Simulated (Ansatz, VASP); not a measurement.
## Two plane-wave programs on LiH

INCAR

```
PREC = Accurate ; ENCUT = 520
EDIFF = 1E-6 ; ISMEAR = 0
SIGMA = 0.05 ; LREAL = F
LASPH = T ; NELM = 100
ALGO = Normal ; ISIF = 2
LWAVE = F ; LCHARG = F
GGA = PE ; NBANDS = 9
```

File KPOINTS:

```
Automatic mesh
0
Gamma
  10 10 10
```

POSCAR

```
LiH
1.0
    0.0000000000      2.1138000000      2.1138000000
    2.1138000000      0.0000000000      2.1138000000
    2.1138000000      2.1138000000      0.0000000000
Li H
1 1
Direct
    0.0000000000      0.0000000000      0.0000000000
    0.5000000000      0.5000000000      0.5000000000
```

Input for Ansatz:

```yaml
crystal:
  lattice:
    - [0.0, 2.1138, 2.1138]
    - [2.1138, 0.0, 2.1138]
    - [2.1138, 2.1138, 0.0]
  atoms:
    - { symbol: Li, position: [0.0, 0.0, 0.0] }
    - { symbol: H, position: [0.5, 0.5, 0.5] }
basis:
  ecutwfc: 420
kpoints:
  mp_grid: { grid: [10, 10, 10] }
hamiltonian:
  xc: pbe
scf:
  occupations: { method: gaussian, width: 0.05 }
output:
  forces: true
  stress: true
  eigenvalues: true
```

Change from the starting cell: strain +0.040 along x and y, +0.040 along z, atoms carried along.

Alike in both runs: task single point; functional PBE; k mesh 10 × 10 × 10; occupations gaussian, width 0.05 eV; no spin polarisation.

|  | VASP | Ansatz |
| --- | --- | --- |
| version | VASP 6.6.1 | Ansatz 0.2.0 |
| potentials or method | VASP PAW PBE potentials, release 64 (Li_sv, H), cutoff 520 eV | scalar-relativistic, plane waves, PAW |
| valence electrons in the cell | 4 | 4 |

```csv
,VASP,Ansatz,Ansatz less VASP
gap on the k mesh at the Fermi level (eV),3.07,3.08,+0.009
least direct gap on the mesh (eV),3.07,3.08,+0.009
```

With one functional, cell and mesh, what is left measures potentials, basis and numerics.

Noted on VASP's run: the cutoff is short for stress, so the pressure is rough.
